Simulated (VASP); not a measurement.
## NaHgF3: single point with PBE

The system is NaHgF3.

```
Na Hg F
1.0
     4.49882    0.00000    0.00000
     0.00000    4.49882    0.00000
     0.00000    0.00000    4.56630
Na Hg F
1 1 3
Direct
  0.00000 0.00000 0.00000
  0.50000 0.50000 0.50000
  0.50000 0.50000 0.00000
  0.50000 0.00000 0.50000
  0.00000 0.50000 0.50000
```

This cell differs from its parent crystal: uniaxial z strain +1.5%.

```json
{
  "Program": "VASP 6.6.1",
  "Task": "single point",
  "Functional": "PBE",
  "Potentials or basis": "VASP PAW PBE potentials, release 64 (Na_pv, Hg, F)",
  "Cutoff": "520 eV",
  "k mesh": "6 × 6 × 6",
  "Occupations": "fermi-dirac, width 0.02 eV",
  "Spin": "no spin polarisation"
}
```

```
Pressure               : 1.8 GPa
Band gap on the k mesh : 0.28 eV (least direct gap 2.90 eV)
```

Stress tensor (GPa, compression positive):
```
2.12 0.00 0.00
0.00 2.12 0.00
0.00 0.00 1.13
```

Levels at points of the mesh, in eV from the valence-band top:
```tsv
k point	band 18	band 19	band 20	band 21	band 22	band 23
(0.00, 0.00, 0.00)	-2.71	-2.62	-2.62	0.28	4.91	9.41
(0.50, 0.00, 0.00)	-2.25	-2.25	-2.17	3.02	4.55	7.73
(0.50, 0.50, 0.00)	-2.25	-2.25	0.00	4.55	5.95	6.40
(0.00, 0.00, 0.50)	-2.22	-2.22	-2.16	2.88	4.48	7.74
(0.50, 0.00, 0.50)	-2.25	-2.22	-0.08	4.46	5.91	6.32
(0.50, 0.50, 0.50)	-2.27	-0.11	0.00	5.70	6.05	7.50
```

Wall time 120 s on 1 thread of Oxide Virtual Turin-like Processor, with other jobs on the host, peak memory 0.23 GiB.

Caveat: the cell differs from its parent crystal (uniaxial z strain +1.5%); spin-orbit coupling is left out, which moves the levels of the heavy elements. A k mesh can miss the band edges.
